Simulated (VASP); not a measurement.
A run of VASP 6.6.1 is set up as follows.

File INCAR:

```
ALGO = Normal
EDIFF = 1E-8
ENCUT = 400
GGA = PE
GGA_COMPAT = F
ISIF = 2
ISMEAR = -1
LASPH = T
LCHARG = F
LEFG = T
LREAL = F
LWAVE = F
NBANDS = 22
NELM = 120
PREC = Accurate
SIGMA = 0.03
```

Contents of KPOINTS:

```
k-points
0
Gamma
  11 11 11
```

The input POSCAR:

```
Bi
1.0
    2.2729996784      1.3123169762      3.8353800000
   -2.2729996784      1.3123169762      3.8353800000
    0.0000000000     -2.6246339523      3.8353800000
Bi
2
Direct
    0.2338900000      0.2338900000      0.2338900000
    0.7661100000      0.7661100000      0.7661100000
```

Potentials or basis: VASP PAW PBE potentials, release 64 (Bi_d).

The run is started by

```bash
$ cat potpaw_PBE.64/Bi_d/POTCAR > POTCAR
$ mpirun -np 1 vasp_std > vasp.out
```

Q: Predict the band gap on the k mesh.

A: Zero (bands 15 and 16 overlap by 0.03 eV).

Q: Predict the pressure.

A: 3.2 GPa.

Forces in eV/Å, atoms in the order of the input:
```
Bi   0.000  0.000  0.372
Bi   0.000  0.000 -0.372
```

Caveat: the cell differs from its parent crystal (zz strain of -3 %); the cell stands under pressure; without QUAD_EFG the Cq values of the log hold for a quadrupole moment of 1 mb, not for the nuclei; spin-orbit coupling is left out, which moves the levels of the heavy elements.
